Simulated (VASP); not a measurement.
H8SO6: single point with PBE+D3(BJ)

H8SO6:

```
O H S
1.0
     5.94098    0.00000    0.00000
     0.00000    5.48855    0.00000
     0.00000    0.00000    5.56766
O H S
6 8 1
Direct
  0.75649 0.48814 0.49098
  0.53939 0.16068 0.71827
  0.15651 0.73757 0.54781
  0.16846 0.35662 0.28179
  0.85589 0.89116 0.24531
  0.62803 0.58950 0.00426
  0.91902 0.57290 0.51754
  0.72338 0.36647 0.62473
  0.60739 0.00399 0.65916
  0.38632 0.10509 0.75568
  0.19108 0.74951 0.38907
  0.27378 0.63060 0.60379
  0.33064 0.30702 0.31509
  0.07312 0.20889 0.25686
  0.63799 0.79981 0.16869
```

```yaml
Program: VASP 6.6.1
Task: single point
Functional: PBE
Dispersion: D3(BJ)
Potentials_or_basis: VASP PAW PBE potentials, release 64 (O, H, S)
Cutoff: 520 eV
k_mesh: 1 × 1 × 1
Occupations: fermi-dirac, width 0.02 eV
Spin: no spin polarisation
Dipole_correction: no
Further_INCAR_settings: LREAL = Auto; ALGO = Normal; EDIFF = 1e-07; NBANDS = 38
```

The pressure is -1.4 GPa and the largest force is 4.264 eV/Å. The band gap on the k mesh is 2.32 eV and the dispersion energy per atom is -0.045 eV.

Forces in eV/Å, atoms in the order of the input:
```
O    1.931  0.299  1.090
O   -0.069 -2.296 -0.103
O   -0.560  0.643  4.178
O    1.355 -1.308 -0.246
O    0.082  0.552 -0.667
O   -0.103  1.445  0.718
H   -2.345 -1.332 -0.052
H    0.228  1.501 -1.104
H   -0.274  0.994  0.288
H    0.039  0.359 -0.012
H    0.426  0.346 -3.988
H    0.273 -0.536  0.557
H   -1.818 -0.026 -0.485
H    0.849  0.766  0.260
S   -0.013 -1.406 -0.434
```

Stress tensor (GPa, compression positive):
```
-4.58 -1.00 -1.62
-1.00 -2.64 -1.20
-1.62 -1.20  2.88
```

Levels at points of the mesh, in eV from the valence-band top:
```tsv
k point	band 22	band 23	band 24	band 25	band 26	band 27	band 28	band 29
(0.00, 0.00, 0.00)	-1.37	-1.02	-0.53	0.00	2.32	4.58	6.47	7.05
```

Run time: 20 s on 1 thread of Intel(R) Xeon(R) Platinum 8488C (Sapphire Rapids), on a shared host, peak memory 0.26 GiB.

Caveat: the k points lie up to 1.14 Å⁻¹ apart.
